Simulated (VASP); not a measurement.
# PtS2 (P-3m1) in VASP: a series of runs

Runs on PtS2. Level: PBE. Tasks: relaxation of the atoms, single point.

All numbers are computed with VASP 6.6.1; they aren't measurements. Logs are shortened: lines on timing, memory, paths and dates and some standing lists are left out, and cuts for length are marked.

## (1) The cell of the first run

It takes space group P-3m1 (No. 164, trigonal). Conventional cell: a = 3.577 Å, b = 3.577 Å, c = 6.172 Å, α = 90.00°, β = 90.00°, γ = 120.00°. Within 3.1 Å of Pt (site symmetry -3m) lie 6 S at 2.37 Å. S (site symmetry 3m) has 3 Pt at 2.37 Å and 3 S at 3.12 Å within 3.2 Å.

## (2) Relaxation of the atoms, PBE

The input, INCAR:

```
PREC     = Accurate       # precision mode
ENCUT    = 520            # plane-wave cutoff, eV
EDIFF    = 1E-7           # SCF threshold, eV
ISMEAR   = 0              # smearing method
SIGMA    = 0.05           # smearing width, eV
LREAL    = F              # projectors in reciprocal space
LASPH    = T              # aspherical terms in the spheres
NELM     = 80             # most SCF steps
ALGO     = Normal         # electronic algorithm
ISIF     = 2              # what is computed and relaxed
LWAVE    = F              # write WAVECAR
LCHARG   = F              # write CHGCAR
GGA      = PE             # functional
IBRION   = 2              # ionic algorithm
NSW      = 50             # ionic steps
EDIFFG   = -0.01          # ionic threshold
```

The input, KPOINTS:

```
Automatic mesh
0
Gamma
  9 9 4
```

The input, POSCAR:

```
PtS2
1.0
    3.5765911006      0.0000000000      0.0000000000
   -1.7882955503      3.0974187520      0.0000000000
    0.0000000000      0.0000000000      6.1718000000
Pt S
1 2
Direct
    0.0000000000      0.0000000000      0.0000000000
    0.3333333333      0.6666666667      0.1889525212
    0.6666666667      0.3333333333      0.8110474788
```

Potentials or basis: VASP PAW PBE potentials, release 64 (Pt, S).

On the command line:

```sh
$ cat potpaw_PBE.64/Pt/POTCAR potpaw_PBE.64/S/POTCAR > POTCAR
$ mpirun -np 1 vasp_std > vasp.out
```

OUTCAR:

```text
PREC = Accurate
   ENCUT = 520
   EDIFF = 1E-7
   ISMEAR = 0
   LREAL = F
   LASPH = T
   NELM = 80
   ISIF = 2
   GGA = PE
   IBRION = 2
   NSW = 50
   EDIFFG = -0.01

 ion  position               nearest neighbor table
   1  0.000  0.000  0.000-   2 2.37   3 2.37   2 2.37   3 2.37   3 2.37   2 2.37
   2  0.333  0.667  0.189-   1 2.37   1 2.37   1 2.37
   3  0.667  0.333  0.811-   1 2.37   1 2.37   1 2.37

  LATTYP: Found a hexagonal cell.
 ALAT       =     3.5765911006
 C/A-ratio  =     1.7256096172

  Lattice vectors:

 A1 = (   3.5765911006,   0.0000000000,   0.0000000000)
 A2 = (  -1.7882955503,   3.0974187520,   0.0000000000)
 A3 = (   0.0000000000,   0.0000000000,   6.1718000000)

Analysis of symmetry for initial positions (statically):
=====================================================================
 Subroutine PRICEL returns:
 Original cell was already a primitive cell.

 Routine SETGRP: Setting up the symmetry group for a
 hexagonal supercell.

 Subroutine GETGRP returns: Found 12 space group operations
 (whereof 12 operations were pure point group operations)
 out of a pool of 24 trial point group operations.

The static configuration has the point symmetry D_3d.

Analysis of symmetry for dynamics (positions and initial velocities):
=====================================================================
 Subroutine PRICEL returns:
 Original cell was already a primitive cell.

 Routine SETGRP: Setting up the symmetry group for a
 hexagonal supercell.

 Subroutine GETGRP returns: Found 12 space group operations
 (whereof 12 operations were pure point group operations)
 out of a pool of 24 trial point group operations.

The dynamic configuration has the point symmetry D_3d.

 Subroutine INISYM returns: Found 12 space group operations
 (whereof 12 operations are pure point group operations),
 and found     1 'primitive' translations

----------------------------------------------------------------------------------------

                                     Primitive cell

  volume of cell :      68.3724

  direct lattice vectors                    reciprocal lattice vectors
     3.576591101  0.000000000  0.000000000     0.279595842  0.161424735  0.000000000
    -1.788295550  3.097418752  0.000000000     0.000000000  0.322849469  0.000000000
     0.000000000  0.000000000  6.171800000     0.000000000  0.000000000  0.162027285

  length of vectors
     3.576591101  3.576591101  6.171800000     0.322849469  0.322849469  0.162027285

  position of ions in fractional coordinates (direct lattice)
     0.000000000  0.000000000  0.000000000
     0.333333333  0.666666667  0.188952521
     0.666666667  0.333333333  0.811047479

  ion indices of the primitive-cell ions
   primitive index   ion index
                 1           1
                 2           2
                 3           3

----------------------------------------------------------------------------------------

 KPOINTS: Automatic mesh

Automatic generation of k-mesh.
 Grid dimensions read from file:
 generate k-points for:    9    9    4

 Generating k-lattice:

  Cartesian coordinates                     Fractional coordinates (reciprocal lattice)
     0.031066205  0.017936082  0.000000000     0.111111111  0.000000000  0.000000000
     0.000000000  0.035872163  0.000000000     0.000000000  0.111111111  0.000000000
     0.000000000  0.000000000  0.040506821     0.000000000  0.000000000  0.250000000

  Length of vectors
     0.035872163  0.035872163  0.040506821

  Shift w.r.t. Gamma in fractional coordinates (k-lattice)
     0.000000000  0.000000000  0.000000000

 Subroutine IBZKPT returns following result:
 ===========================================

 Found     43 irreducible k-points:

 Following reciprocal coordinates:
            Coordinates               Weight
  0.000000  0.000000  0.000000      1.000000
  0.111111  0.000000  0.000000      6.000000
  0.222222 -0.000000  0.000000      6.000000
  0.333333  0.000000  0.000000      6.000000
  0.444444 -0.000000  0.000000      6.000000
  0.111111  0.111111  0.000000      6.000000
[... 16 lines left out ...]
  0.222222  0.111111  0.250000     12.000000
 -0.111111  0.333333  0.250000     12.000000
 [... further k-points ...]
   k-points           NKPTS =     43   k-points in BZ     NKDIM =     43   number of bands    NBANDS=     15
   number of dos      NEDOS =    301   number of ions     NIONS =      3
   total plane-waves  NPLWV =  37632
   dimension x,y,z NGX =    28 NGY =   28 NGZ =   48
   dimension x,y,z NGXF=    56 NGYF=   56 NGZF=   96
   ions per type =               1   2
   NGX,Y,Z   is equivalent  to a cutoff of  13.01, 13.01, 12.93 a.u.
   NGXF,Y,Z  is equivalent  to a cutoff of  26.03, 26.03, 25.86 a.u.
 SYSTEM =  unknown system
   PREC   = accura    normal or accurate (medium, high low for compatibility)
   ISTART =      0    job   : 0-new  1-cont  2-samecut
   ICHARG =      2    charge: 1-file 2-atom 10-const
   ISPIN  =      1    spin polarized calculation?
   LNONCOLLINEAR =      F non collinear calculations
   LSORBIT =      F    spin-orbit coupling
   LASPH  =      T    aspherical Exc in radial PAW
   ENCUT  =  520.0 eV  38.22 Ry    6.18 a.u.   6.65  6.65 11.48*2*pi/ulx,y,z
   NELM   =     80;   NELMIN=  2; NELMDL= -5     # of ELM steps
   EDIFF  = 0.1E-06   stopping-criterion for ELM
   LREAL  =      F    real-space projection
   EDIFFG = -.1E-01   stopping-criterion for IOM
   NSW    =     50    number of steps for IOM
   IBRION =      2    ionic relax: 0-MD 1-quasi-New 2-CG
   NFREE  =      1    steps in history (QN), initial steepest desc. (CG)
   ISIF   =      2    stress and relaxation
   ISYM   =      2    0-nonsym 1-usesym 2-fastsym
   POTIM  = 0.5000    time-step for ionic-motion
   TEBEG  =    0.0;   TEEND  =   0.0 temperature during run
   PSTRESS=    0.0 pullay stress
   NELECT =      22.0000    total number of electrons
   NUPDOWN=      -1.0000    fix difference up-down
   EMIN   =  10.00;   EMAX   =-10.00  energy-range for DOS
   EFERMI =   0.00;   METHOD = LEGACY
   ISMEAR =     0;   SIGMA  =   0.05  broadening in eV -4-tet -1-fermi 0-gaus
   EFERMI_NEDOS =   21; number of points for ismear=-14 and -15
   IALGO  =     38    algorithm
   IMIX   =      4    mixing-type and parameters
     AMIX     =   0.40;   BMIX     =  1.00
     AMIX_MAG =   1.60;   BMIX_MAG =  1.00
  volume/ion in A,a.u.               =      22.79       153.80
  Fermi-wavevector in a.u.,A,eV,Ry     =   1.121817  2.119927 17.122572  1.258474
  Thomas-Fermi vector in A             =   2.258473
   LORBIT       =      0    0 simple, 1 ext, 2 COOP (PROOUT), +10 PAW based schemes
   GGA     = PE    functional components
   LHFCALC =     F    Hartree Fock is set to
   AEXX    =    0.0000 exact exchange contribution
   IVDW    =     0    specifies the selected vdW correction
   LEPSILON=     F    determine dielectric tensor
   LRPA    =     F    only Hartree local field effects (RPA)
 conjugate gradient relaxation of ions
 non-spin polarized calculation
 Gauss-broadening in eV      SIGMA  =   0.05
  energy-cutoff  :      520.00
  volume of cell :       68.37
 maximum number of plane-waves:      1882
 NGX is ok and might be reduce to    28
   NGX = 13   NGY = 13   NGZ = 23

--------------------------------------- Ionic step        1  -------------------------------------------

 number of electron      21.9999996 magnetization

 Free energy of the ion-electron system (eV)
  ---------------------------------------------------
  ext. energy  EPLUGINS =         0.00000000
  ---------------------------------------------------
  free energy    TOTEN  =       -15.42170699 eV

  energy without entropy =      -15.42170699  energy(sigma->0) =      -15.42170699

------------------------ aborting loop because EDIFF is reached ----------------------------------------

  FORCE on cell =-STRESS in cart. coord.  units (eV):
  Direction    XX          YY          ZZ          XY          YZ          ZX
  --------------------------------------------------------------------------------------
  -------------------------------------------------------------------------------------
  Total        1.4715640      1.4715640      1.7452385     -0.0000000      0.0000000      0.0000000
  in kB       34.4832882     34.4832882     40.8963275     -0.0000000      0.0000000      0.0000000
  external PRESSURE =      36.6209679 kB  Pullay stress =       0.0000000 kB
[... 59 lines left out ...]
  energy  without entropy=      -15.4583763357  energy(sigma->0) =      -15.45837634

--------------------------------------- Ionic step        3  -------------------------------------------

 number of electron      21.9999996 magnetization

 Free energy of the ion-electron system (eV)
  ---------------------------------------------------
  ext. energy  EPLUGINS =         0.00000000
  ---------------------------------------------------
  free energy    TOTEN  =       -15.46431686 eV

  energy without entropy =      -15.46431686  energy(sigma->0) =      -15.46431686

 E-fermi :   3.8563     XC(G=0):  -9.2133

 val. band max:        3.6287524891   @ k =   0.0000   0.2222   0.2500
 cond. band min:       5.0920664970   @ k =   0.0000   0.2222   0.2500
 fundamental gap:      1.4633140079
 Fermi energy:         3.8563226285

 k-point     1 :       0.0000    0.0000    0.0000
  band No.  band energies     occupation
      1     -10.5495      2.00000
      2      -8.2552      2.00000
      3      -2.0840      2.00000
      4      -2.0840      2.00000
      5      -1.8727      2.00000
      6       0.6053      2.00000
      7       0.6053      2.00000
      8       2.4977      2.00000
      9       3.1692      2.00000
     10       3.1692      2.00000
     11       3.3056      2.00000
     12       6.6078      0.00000
     13       6.6078      0.00000
     14       9.0052      0.00000
     15       9.4830      0.00000
[... 397 lines left out ...]
 k-point    24 :      -0.1111    0.3333    0.2500
  band No.  band energies     occupation
      1      -9.6049      2.00000
      2      -8.5062      2.00000
      3      -1.8856      2.00000
      4      -1.6918      2.00000
      5      -1.1008      2.00000
      6      -0.5123      2.00000
      7       0.0292      2.00000
      8       1.3677      2.00000
      9       2.6293      2.00000
     10       2.8551      2.00000
     11       3.5254      2.00000
     12       5.2372      0.00000
     13       5.8986      0.00000
     14      10.0135      0.00000
     15      11.5621      0.00000

 [... further k-points ...]

------------------------ aborting loop because EDIFF is reached ----------------------------------------

  FORCE on cell =-STRESS in cart. coord.  units (eV):
  Direction    XX          YY          ZZ          XY          YZ          ZX
  --------------------------------------------------------------------------------------
  -------------------------------------------------------------------------------------
  Total       -0.0663057     -0.0663057      0.0186146      0.0000000     -0.0000000     -0.0000000
  in kB       -1.5537465     -1.5537465      0.4361975      0.0000000     -0.0000000     -0.0000000
  external PRESSURE =      -0.8904318 kB  Pullay stress =       0.0000000 kB
[... 18 lines left out ...]
  FREE ENERGIE OF THE ION-ELECTRON SYSTEM (eV)
  ---------------------------------------------------
  free  energy   TOTEN  =       -15.4643168590 eV

  energy  without entropy=      -15.4643168590  energy(sigma->0) =      -15.46431686

 reached required accuracy - stopping structural energy minimisation
```

It took 38 s on 1 thread of Intel Xeon 6975P-C (Granite Rapids), shared host; peak memory 0.21 GiB.

What came out:

```yaml
Free_energy: -15.4643 eV
Energy_gained_by_relaxing: 14.2 meV/atom
Ionic_steps: 3
Pressure_after_relaxing: -0.1 GPa
Band_gap_on_the_k_mesh: 1.46 eV
```

Forces in eV/Å, atoms in the order of the input:
```
Pt   0.000  0.000  0.000
S    0.000  0.000 -0.003
S    0.000  0.000  0.003
```

Step by step:
| step | energy change (eV) | largest force (eV/Å) | pressure (GPa) |
| --- | --- | --- | --- |
| 1 | 0.0000 | 0.7472 | 3.66 |
| 2 | -0.0367 | 0.2749 | 1.29 |
| 3 | -0.0426 | 0.0028 | -0.09 |

Final structure:
```cif
data_structure
_symmetry_space_group_name_H-M 'P 1'
_symmetry_Int_Tables_number 1
_cell_length_a 3.5766
_cell_length_b 3.5766
_cell_length_c 6.1718
_cell_angle_alpha 90.000
_cell_angle_beta 90.000
_cell_angle_gamma 120.000
_cell_volume 68.37
loop_
_atom_site_label
_atom_site_type_symbol
_atom_site_fract_x
_atom_site_fract_y
_atom_site_fract_z
_atom_site_occupancy
Pt1 Pt 0.00000 0.00000 0.00000 1
S1 S 0.33333 0.66667 0.19837 1
S2 S 0.66667 0.33333 0.80163 1
```

Caveat: spin-orbit coupling is left out, which moves the levels of the heavy elements; this functional lacks dispersion, which binds layers or chains, so the pressure and a relaxed spacing across them are unreliable.

## (3) Relaxation of the atoms, PBE

This run uses another cell than the first one, of 22.90 Å³/atom.

The input, INCAR:

```
PREC = Accurate
ENCUT = 520
EDIFF = 1E-6
ISMEAR = 0
SIGMA = 0.05
LREAL = F
LASPH = T
NELM = 80
ALGO = Normal
ISIF = 2
LWAVE = F
LCHARG = F
GGA = PE
IBRION = 2
NSW = 50
EDIFFG = -0.01
```

KPOINTS is that of step 2.

The input, POSCAR:

```
PtS2
1.0
    3.4514000000      0.0000000000      0.0000000000
   -1.7257000000      2.9890000786      0.0000000000
    0.0000000000      0.0000000000      6.6591000000
Pt S
1 2
Direct
    0.0000000000      0.0000000000      0.0000000000
    0.3333333333      0.6666666667      0.1889525212
    0.6666666667      0.3333333333      0.8110474788
```

Potentials or basis: VASP PAW PBE potentials, release 64 (Pt, S).

On the command line:

```sh
$ cat potpaw_PBE.64/Pt/POTCAR potpaw_PBE.64/S/POTCAR > POTCAR
$ mpirun -np 1 vasp_std > vasp.out
```

It took 35 s on 1 thread of Intel Xeon 6975P-C (Granite Rapids), shared host; peak memory 0.22 GiB.

It converged, with:

```
Free energy               : -15.3741 eV
Energy gained by relaxing : 6.7 meV/atom
Ionic steps               : 3
Pressure after relaxing   : 4.1 GPa
Band gap on the k mesh    : 1.61 eV (least direct gap 1.72 eV)
```

Forces in eV/Å, atoms in the order of the input:
```
Pt   0.000  0.000  0.000
S    0.000  0.000 -0.003
S    0.000  0.000  0.003
```

Stress tensor (GPa, compression positive):
```
6.11 0.00 0.00
0.00 6.11 0.00
0.00 0.00 0.00
```

Step by step:
| step | energy change (eV) | largest force (eV/Å) | pressure (GPa) |
| --- | --- | --- | --- |
| 1 | 0.0000 | 0.5312 | 6.83 |
| 2 | -0.0179 | 0.1706 | 4.97 |
| 3 | -0.0200 | 0.0026 | 4.07 |

Final structure:
```
CELL_PARAMETERS angstrom
3.45140 0.00000 0.00000
-1.72570 2.98900 0.00000
0.00000 0.00000 6.65910
ATOMIC_POSITIONS crystal
Pt 0.00000 0.00000 0.00000
S 0.33333 0.66667 0.19472
S 0.66667 0.33333 0.80528
```

Levels at points of the mesh, in eV from the valence-band top:
```csv
k point,band 7,band 8,band 9,band 10,band 11,band 12,band 13,band 14,band 15
"(0.00, 0.00, 0.00)",-3.06,-1.29,-0.66,-0.19,-0.19,3.17,3.17,5.50,6.15
"(0.00, 0.00, 0.50)",-3.06,-1.37,-0.99,-0.20,-0.20,3.20,3.20,6.03,7.29
```

Caveat: spin-orbit coupling is left out, which moves the levels of the heavy elements; this functional lacks dispersion, which binds layers or chains, so the pressure and a relaxed spacing across them are unreliable.

(Continued in part 2 of 2.)
